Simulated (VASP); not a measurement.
A run of VASP 6.6.1 is set up as follows.

The input POSCAR:

```
La
1.0
    3.8370022804      0.0000000000      0.0000000000
   -1.9185011402      3.3229414492      0.0000000000
    0.0000000000      0.0000000000     12.2208233615
La
4
Direct
    0.0000000000      1.0000000000      0.0000000000
    0.0000000000      1.0000000000      0.5000000000
    0.3333333333      0.6666666667      0.7500000000
    0.6666666667      0.3333333333      0.2500000000
```

Contents of INCAR.step1:

```
PREC = Accurate
ENCUT = 520
ISMEAR = -1
SIGMA = 0.1
LREAL = False
LASPH = True
NELM = 80
NBANDS = 30
GGA = PE
ALGO = Normal
EDIFF = 1E-4
LWAVE = True
LCHARG = False
```

INCAR.step2

```
PREC = Accurate
ENCUT = 520
EDIFF = 1E-6
ISMEAR = -1
SIGMA = 0.1
LREAL = False
LASPH = True
NELM = 80
ALGO = Normal
ISIF = 2
LWAVE = False
LCHARG = False
METAGGA = R2SCAN
LMIXTAU = True
NBANDS = 30
ISTART = 1
```

The input KPOINTS:

```
regular mesh
0
Gamma
  13 13 4
```

Potentials or basis: VASP PAW PBE potentials, release 64 (La).

Command:

```console
$ cat potpaw_PBE.64/La/POTCAR > POTCAR
$ cp INCAR.step1 INCAR
$ mpirun -np 1 vasp_std > vasp.out
$ cp INCAR.step2 INCAR
$ mpirun -np 1 vasp_std > vasp.out
```

Q: What does it give for the pressure?

A: -0.8 GPa.

Q: Estimate the band gap on the k mesh.

A: Zero (bands 22 and 23 overlap by 1.20 eV).

Caveat: the PAW data sets were made with another functional, which shifts forces and pressure a little; spin-orbit coupling is left out, which moves the levels of the heavy elements.
